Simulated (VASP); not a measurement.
# TiAl3 (I4/mmm) in VASP: further runs

Runs on TiAl3. Level: LDA. Tasks: single point.

Program: VASP 6.6.1. These are calculated values, not measurements. Logs are shortened: lines on timing, memory, paths and dates and some standing lists are left out, and cuts for length are marked.

### Step 1. The cell of the first run

Symmetry: I4/mmm, No. 139, tetragonal system. Conventional cell: a = 3.363 Å, b = 3.363 Å, c = 8.484 Å, α = 90.00°, β = 90.00°, γ = 90.00°. Ti (site symmetry 4/mmm) has 12 Al at 2.38 to 2.71 Å within 3.1 Å. Al (site symmetry 4/mmm) has 4 Ti at 2.38 Å and 8 Al at 2.71 Å within 3.1 Å. Within 3.1 Å of Al (site symmetry -4m2) lie 8 Al at 2.38 to 2.71 Å and 4 Ti at 2.71 Å.

### Step 2. Single point, LDA (normal strain along x -0.1100, normal strain along y -0.1100)

INCAR reads:

```
SYSTEM = TiAl3
PREC = Accurate ; ENCUT = 520
EDIFF = 1E-6 ; ISMEAR = 0
SIGMA = 0.15 ; LREAL = .False.
LASPH = .True. ; NELM = 80
ALGO = Fast ; ISIF = 2
LWAVE = .False. ; LCHARG = .True.
GGA = CA ; LELF = .True.
LVHAR = .True. ; NBANDS = 18
```

KPOINTS reads:

```
regular mesh
0
Gamma
  14 14 14
  0 0 0
```

POSCAR reads:

```
TiAl3
1.0
   -1.6815132497      1.6815132497      4.2417642881
    1.6815132497     -1.6815132497      4.2417642881
    1.6815132497      1.6815132497     -4.2417642881
Ti Al
1 3
Direct
    0.0000000000      0.0000000000      0.0000000000
    0.5000000000      0.5000000000      0.0000000000
    0.7500000000      0.2500000000      0.5000000000
    0.2500000000      0.7500000000      0.5000000000
```

Potentials or basis: VASP PAW LDA potentials, release 64 (Ti_sv, Al).

On the command line:

```
> cat potpaw_LDA.64/Ti_sv/POTCAR potpaw_LDA.64/Al/POTCAR > POTCAR
> mpirun -np 1 vasp_std > vasp.out
```

OUTCAR:

```text
SYSTEM = TiAl3
   PREC = Accurate
   ENCUT = 520
   EDIFF = 1E-6
   ISMEAR = 0
   LREAL = .False.
   LASPH = .True.
   NELM = 80
   ISIF = 2
   GGA = CA

 ion  position               nearest neighbor table
   1  0.000  0.000  0.000-   2 2.38   2 2.38   2 2.38   2 2.38   4 2.71   3 2.71   4 2.71   4 2.71
                             3 2.71   3 2.71   4 2.71   3 2.71
   2  0.500  0.500  0.000-   1 2.38   1 2.38   1 2.38   1 2.38   4 2.71   3 2.71   4 2.71   3 2.71
                             4 2.71   4 2.71   3 2.71   3 2.71
   3  0.750  0.250  0.500-   4 2.38   4 2.38   4 2.38   4 2.38   2 2.71   1 2.71   2 2.71   1 2.71
                             2 2.71   2 2.71   1 2.71   1 2.71
   4  0.250  0.750  0.500-   3 2.38   3 2.38   3 2.38   3 2.38   2 2.71   1 2.71   2 2.71   2 2.71
                             1 2.71   1 2.71   2 2.71   1 2.71

  LATTYP: Found a body centered tetragonal cell.
 ALAT       =     3.3630264994
 C/A-ratio  =     2.5225874901

  Lattice vectors:

 A1 = (  -1.6815132497,   1.6815132497,   4.2417642881)
 A2 = (   1.6815132497,  -1.6815132497,   4.2417642881)
 A3 = (   1.6815132497,   1.6815132497,  -4.2417642881)

Analysis of symmetry for initial positions (statically):
=====================================================================
 Subroutine PRICEL returns:
 Original cell was already a primitive cell.

 Routine SETGRP: Setting up the symmetry group for a
 body centered tetragonal supercell.

 Subroutine GETGRP returns: Found 16 space group operations
 (whereof 16 operations were pure point group operations)
 out of a pool of 16 trial point group operations.

The static configuration has the point symmetry D_4h.

Analysis of symmetry for dynamics (positions and initial velocities):
=====================================================================
 Subroutine PRICEL returns:
 Original cell was already a primitive cell.

 Routine SETGRP: Setting up the symmetry group for a
 body centered tetragonal supercell.

 Subroutine GETGRP returns: Found 16 space group operations
 (whereof 16 operations were pure point group operations)
 out of a pool of 16 trial point group operations.

The dynamic configuration has the point symmetry D_4h.

 Subroutine INISYM returns: Found 16 space group operations
 (whereof 16 operations are pure point group operations),
 and found     1 'primitive' translations

----------------------------------------------------------------------------------------

                                     Primitive cell

  volume of cell :      47.9741

  direct lattice vectors                    reciprocal lattice vectors
    -1.681513250  1.681513250  4.241764288     0.000000000  0.297351210  0.117875480
     1.681513250 -1.681513250  4.241764288     0.297351210  0.000000000  0.117875480
     1.681513250  1.681513250 -4.241764288     0.297351210  0.297351210  0.000000000

  length of vectors
     4.862873419  4.862873419  4.862873419     0.319863050  0.319863050  0.420518114

  position of ions in fractional coordinates (direct lattice)
     0.000000000  0.000000000  0.000000000
     0.500000000  0.500000000  0.000000000
     0.750000000  0.250000000  0.500000000
     0.250000000  0.750000000  0.500000000

  ion indices of the primitive-cell ions
   primitive index   ion index
                 1           1
                 2           2
                 3           3
                 4           4

----------------------------------------------------------------------------------------

 KPOINTS: regular mesh

Automatic generation of k-mesh.
 Grid dimensions read from file:
 generate k-points for:   14   14   14

 Generating k-lattice:

  Cartesian coordinates                     Fractional coordinates (reciprocal lattice)
     0.000000000  0.021239372  0.008419677     0.071428571  0.000000000 -0.000000000
     0.021239372  0.000000000  0.008419677     0.000000000  0.071428571 -0.000000000
     0.021239372  0.021239372  0.000000000     0.000000000  0.000000000  0.071428571

  Length of vectors
     0.022847361  0.022847361  0.030037008

  Shift w.r.t. Gamma in fractional coordinates (k-lattice)
     0.000000000  0.000000000  0.000000000

 Subroutine IBZKPT returns following result:
 ===========================================

 Found    244 irreducible k-points:

 Following reciprocal coordinates:
            Coordinates               Weight
  0.000000  0.000000  0.000000      1.000000
  0.071429 -0.000000  0.000000      8.000000
  0.142857 -0.000000  0.000000      8.000000
  0.214286  0.000000 -0.000000      8.000000
  0.285714  0.000000 -0.000000      8.000000
  0.357143  0.000000 -0.000000      8.000000
[... 16 lines left out ...]
  0.214286  0.142857 -0.000000     16.000000
  0.285714  0.142857 -0.000000     16.000000
 [... further k-points ...]
   k-points           NKPTS =    244   k-points in BZ     NKDIM =    244   number of bands    NBANDS=     18
   number of dos      NEDOS =    301   number of ions     NIONS =      4
   total plane-waves  NPLWV =  46656
   dimension x,y,z NGX =    36 NGY =   36 NGZ =   36
   dimension x,y,z NGXF=    72 NGYF=   72 NGZF=   72
   ions per type =               1   3
   NGX,Y,Z   is equivalent  to a cutoff of  12.31, 12.31, 12.31 a.u.
   NGXF,Y,Z  is equivalent  to a cutoff of  24.61, 24.61, 24.61 a.u.
 SYSTEM =  TiAl3
   PREC   = accura    normal or accurate (medium, high low for compatibility)
   ISTART =      0    job   : 0-new  1-cont  2-samecut
   ICHARG =      2    charge: 1-file 2-atom 10-const
   ISPIN  =      1    spin polarized calculation?
   LNONCOLLINEAR =      F non collinear calculations
   LSORBIT =      F    spin-orbit coupling
   LASPH  =      T    aspherical Exc in radial PAW
   ENCUT  =  520.0 eV  38.22 Ry    6.18 a.u.   9.04  9.04  9.04*2*pi/ulx,y,z
   NELM   =     80;   NELMIN=  2; NELMDL= -5     # of ELM steps
   EDIFF  = 0.1E-05   stopping-criterion for ELM
   LREAL  =      F    real-space projection
   EDIFFG = 0.1E-04   stopping-criterion for IOM
   NSW    =      0    number of steps for IOM
   IBRION =     -1    ionic relax: 0-MD 1-quasi-New 2-CG
   NFREE  =      0    steps in history (QN), initial steepest desc. (CG)
   ISIF   =      2    stress and relaxation
   ISYM   =      2    0-nonsym 1-usesym 2-fastsym
   POTIM  = 0.5000    time-step for ionic-motion
   TEBEG  =    0.0;   TEEND  =   0.0 temperature during run
   PSTRESS=    0.0 pullay stress
   NELECT =      21.0000    total number of electrons
   NUPDOWN=      -1.0000    fix difference up-down
   EMIN   =  10.00;   EMAX   =-10.00  energy-range for DOS
   EFERMI =   0.00;   METHOD = LEGACY
   ISMEAR =     0;   SIGMA  =   0.15  broadening in eV -4-tet -1-fermi 0-gaus
   EFERMI_NEDOS =   21; number of points for ismear=-14 and -15
   IALGO  =     68    algorithm
   IMIX   =      4    mixing-type and parameters
     AMIX     =   0.40;   BMIX     =  1.00
     AMIX_MAG =   1.60;   BMIX_MAG =  1.00
  volume/ion in A,a.u.               =      11.99        80.94
  Fermi-wavevector in a.u.,A,eV,Ry     =   1.243022  2.348971 21.022419  1.545104
  Thomas-Fermi vector in A             =   2.377351
   LORBIT       =      0    0 simple, 1 ext, 2 COOP (PROOUT), +10 PAW based schemes
   GGA     = CA    functional components
   LHFCALC =     F    Hartree Fock is set to
   AEXX    =    0.0000 exact exchange contribution
   IVDW    =     0    specifies the selected vdW correction
   LEPSILON=     F    determine dielectric tensor
   LRPA    =     F    only Hartree local field effects (RPA)
 non-spin polarized calculation
 RMM-DIIS sequential band-by-band and
 Gauss-broadening in eV      SIGMA  =   0.15
  energy-cutoff  :      520.00
  volume of cell :       47.97
 maximum number of plane-waves:      1312
   NGX = 19   NGY = 19   NGZ = 19

 number of electron      20.9999998 magnetization

 Free energy of the ion-electron system (eV)
  ---------------------------------------------------
  ext. energy  EPLUGINS =         0.00000000
  ---------------------------------------------------
  free energy    TOTEN  =       -20.85112477 eV

  energy without entropy =      -20.83950325  energy(sigma->0) =      -20.84531401

 E-fermi :  11.1532     XC(G=0): -12.1088

 val. band max:       11.1532440837   @ k =   0.2857   0.0714   0.0000
 cond. band min:      11.1660038775   @ k =   0.5000   0.5000   0.2143
 fundamental gap:      0.0127597938
 Fermi energy:        11.1532444151

 k-point     1 :       0.0000    0.0000    0.0000
  band No.  band energies     occupation
      1     -43.8045      2.00000
      2     -20.5673      2.00000
      3     -20.5673      2.00000
      4     -20.5607      2.00000
      5      -0.4344      2.00000
      6       7.0519      2.00000
[... 10 lines left out ...]
     17      15.9973      0.00000
     18      16.0318      0.00000

 k-point     2 :       0.0714   -0.0000    0.0000
  band No.  band energies     occupation
      1     -43.8040      2.00000
      2     -20.5742      2.00000
      3     -20.5670      2.00000
      4     -20.5602      2.00000
      5      -0.3532      2.00000
      6       6.7486      2.00000
[... 10 lines left out ...]
     17      16.0479      0.00000
     18      16.6426      0.00000

 k-point     3 :       0.1429   -0.0000    0.0000
  band No.  band energies     occupation
      1     -43.8025      2.00000
      2     -20.5936      2.00000
      3     -20.5659      2.00000
      4     -20.5587      2.00000
      5      -0.1115      2.00000
      6       6.4299      2.00000
[... 10 lines left out ...]
     17      16.2976      0.00000
     18      17.7705      0.00000

 k-point     4 :       0.2143    0.0000   -0.0000
  band No.  band energies     occupation
      1     -43.8005      2.00000
      2     -20.6213      2.00000
      3     -20.5645      2.00000
      4     -20.5566      2.00000
      5       0.2848      2.00000
      6       6.1394      2.00000
[... 10 lines left out ...]
     17      16.8989      0.00000
     18      19.1002      0.00000

 k-point     5 :       0.2857    0.0000   -0.0000
  band No.  band energies     occupation
      1     -43.7982      2.00000
      2     -20.6520      2.00000
      3     -20.5628      2.00000
      4     -20.5543      2.00000
      5       0.8261      2.00000
      6       5.7401      2.00000
[... 10 lines left out ...]
     17      17.7025      0.00000
     18      18.1868      0.00000

 k-point     6 :       0.3571    0.0000   -0.0000
  band No.  band energies     occupation
      1     -43.7962      2.00000
      2     -20.6795      2.00000
      3     -20.5614      2.00000
      4     -20.5522      2.00000
      5       1.4995      2.00000
      6       5.0257      2.00000
[... 10 lines left out ...]
     17      17.5275      0.00000
     18      18.6509      0.00000

 k-point     7 :       0.4286    0.0000   -0.0000
  band No.  band energies     occupation
      1     -43.7948      2.00000
      2     -20.6984      2.00000
      3     -20.5604      2.00000
      4     -20.5507      2.00000
      5       2.2883      2.00000
      6       4.1085      2.00000
[... 10 lines left out ...]
     17      17.3755      0.00000
     18      19.0024      0.00000

 k-point     8 :       0.5000   -0.0000    0.0000
  band No.  band energies     occupation
      1     -43.7942      2.00000
      2     -20.7051      2.00000
      3     -20.5600      2.00000
      4     -20.5502      2.00000
      5       3.1466      2.00000
      6       3.1939      2.00000
[... 10 lines left out ...]
     17      17.2713      0.00000
     18      19.6625      0.00000
[... 229 lines left out ...]
     17      17.1701      0.00000
     18      18.5034      0.00000

 k-point    20 :      -0.1429    0.0714   -0.0000
  band No.  band energies     occupation
      1     -43.8021      2.00000
      2     -20.5931      2.00000
      3     -20.5726      2.00000
      4     -20.5578      2.00000
      5      -0.0735      2.00000
      6       6.8632      2.00000
[... 10 lines left out ...]
     17      16.8006      0.00000
     18      17.8070      0.00000

 k-point    21 :      -0.0714    0.0714    0.0000
  band No.  band energies     occupation
      1     -43.8035      2.00000
      2     -20.5746      2.00000
      3     -20.5730      2.00000
      4     -20.5594      2.00000
      5      -0.2935      2.00000
      6       7.1859      2.00000
[... 10 lines left out ...]
     17      16.4854      0.00000
     18      16.7858      0.00000

 k-point    22 :       0.1429    0.1429    0.0000
  band No.  band energies     occupation
      1     -43.8007      2.00000
      2     -20.5942      2.00000
      3     -20.5890      2.00000
      4     -20.5573      2.00000
      5       0.2866      2.00000
      6       5.8189      2.00000
[... 10 lines left out ...]
     17      17.6583      0.00000
     18      18.3629      0.00000

 k-point    23 :       0.2143    0.1429   -0.0000
  band No.  band energies     occupation
      1     -43.7987      2.00000
      2     -20.6192      2.00000
      3     -20.5892      2.00000
      4     -20.5552      2.00000
      5       0.7113      2.00000
      6       5.6413      2.00000
[... 10 lines left out ...]
     17      17.3546      0.00000
     18      18.7538      0.00000

 k-point    24 :       0.2857    0.1429   -0.0000
  band No.  band energies     occupation
      1     -43.7965      2.00000
      2     -20.6489      2.00000
      3     -20.5870      2.00000
      4     -20.5527      2.00000
      5       1.2728      2.00000
      6       5.4615      2.00000
[... 10 lines left out ...]
     17      17.1699      0.00000
     18      19.0809      0.00000

 [... further k-points ...]

------------------------ aborting loop because EDIFF is reached ----------------------------------------

  FORCE on cell =-STRESS in cart. coord.  units (eV):
  Direction    XX          YY          ZZ          XY          YZ          ZX
  --------------------------------------------------------------------------------------
  -------------------------------------------------------------------------------------
  Total       18.2286597     18.2286597      4.7935669      0.0000000      0.0000000      0.0000000
  in kB      608.7769618    608.7769618    160.0892842      0.0000000      0.0000000      0.0000000
  external PRESSURE =     459.2144026 kB  Pullay stress =       0.0000000 kB

 VOLUME and BASIS-vectors are now :
 -----------------------------------------------------------------------------
  energy-cutoff  :      520.00
  volume of cell :       47.97
      direct lattice vectors                 reciprocal lattice vectors
    -1.681513250  1.681513250  4.241764288     0.000000000  0.297351210  0.117875480
     1.681513250 -1.681513250  4.241764288     0.297351210  0.000000000  0.117875480
     1.681513250  1.681513250 -4.241764288     0.297351210  0.297351210  0.000000000

 POSITION                                       TOTAL-FORCE (eV/Angst)
 -----------------------------------------------------------------------------------
      0.00000      0.00000      0.00000        -0.000000      0.000000      0.000000
      0.00000      0.00000      4.24176        -0.000000      0.000000      0.000000
      0.00000      1.68151      2.12088        -0.000000      0.000000      0.000000
      1.68151      0.00000      2.12088         0.000000     -0.000000     -0.000000
 -----------------------------------------------------------------------------------
    total drift:                               -0.000000      0.000000      0.000000

  FREE ENERGIE OF THE ION-ELECTRON SYSTEM (eV)
  ---------------------------------------------------
  free  energy   TOTEN  =       -20.8511247676 eV

  energy  without entropy=      -20.8395032542  energy(sigma->0) =      -20.84531401
```

Run time: 3.5 min. Hardware: 1 thread of Intel Xeon 6975P-C (Granite Rapids), shared host; peak memory 0.32 GiB.

Results:

* Free energy: -20.8511 eV
* Pressure: 45.9 GPa
* Band gap on the k mesh: zero (an odd number of electrons rules out a gap without spin polarisation)

Caveat: the cell differs from its parent crystal (normal strain along x -0.1100, normal strain along y -0.1100); the stress differs along the axes, from 16 to 61 GPa.

### Step 3. Single point, LDA (normal strain along x -0.0733, normal strain along y -0.0733)

INCAR reads:

```
ALGO     = Fast           # electronic algorithm
EDIFF    = 1E-6           # SCF threshold, eV
ENCUT    = 520            # plane-wave cutoff, eV
GGA      = CA             # functional
ISIF     = 2              # what is computed and relaxed
ISMEAR   = 0              # smearing method
LASPH    = T              # aspherical terms in the spheres
LCHARG   = F              # write CHGCAR
LREAL    = F              # projectors in reciprocal space
LWAVE    = F              # write WAVECAR
NBANDS   = 18             # bands
NELM     = 80             # most SCF steps
PREC     = Accurate       # precision mode
SIGMA    = 0.15           # smearing width, eV
```

KPOINTS reads:

```
k-points
0
Gamma
  14 14 14
```

POSCAR reads:

```
TiAl3
1.0
   -1.7508520545      1.7508520545      4.2417642881
    1.7508520545     -1.7508520545      4.2417642881
    1.7508520545      1.7508520545     -4.2417642881
Ti Al
1 3
Direct
    0.0000000000      0.0000000000      0.0000000000
    0.5000000000      0.5000000000      0.0000000000
    0.7500000000      0.2500000000      0.5000000000
    0.2500000000      0.7500000000      0.5000000000
```

Potentials or basis: VASP PAW LDA potentials, release 64 (Ti_sv, Al).

On the command line:

```
> cat potpaw_LDA.64/Ti_sv/POTCAR potpaw_LDA.64/Al/POTCAR > POTCAR
> mpirun -np 1 vasp_std > vasp.out
```

It took 5 min on 1 thread of Intel Xeon 6975P-C (Granite Rapids), shared host; peak memory 0.36 GiB.

The run converged. Its results:

- Free energy: -22.0191 eV
- Pressure: 25.5 GPa
- Band gap on the k mesh: zero (an odd number of electrons rules out a gap without spin polarisation)

Stress tensor (GPa, compression positive):
```
33.44  0.00  0.00
 0.00 33.44  0.00
 0.00  0.00  9.48
```

Levels at points of the mesh, in eV from the Fermi level:
| k point | band 7 | band 8 | band 9 | band 10 | band 11 | band 12 | band 13 | band 14 |
| --- | --- | --- | --- | --- | --- | --- | --- | --- |
| (0.00, 0.00, 0.00) | -3.44 | -1.72 | -1.10 | -1.10 | 1.11 | 2.32 | 2.72 | 2.72 |
| (0.50, 0.00, 0.00) | -4.15 | -3.21 | -0.95 | -0.69 | 0.78 | 2.52 | 2.85 | 3.23 |
| (0.50, 0.50, 0.00) | -4.58 | -4.28 | -2.53 | -2.51 | -1.42 | 2.46 | 2.56 | 2.65 |
| (0.50, 0.50, 0.50) | -2.10 | -0.45 | -0.31 | -0.31 | 0.83 | 0.83 | 1.22 | 3.12 |

Caveat: the cell differs from its parent crystal (normal strain along x -0.0733, normal strain along y -0.0733); the stress differs along the axes, from 9 to 33 GPa.
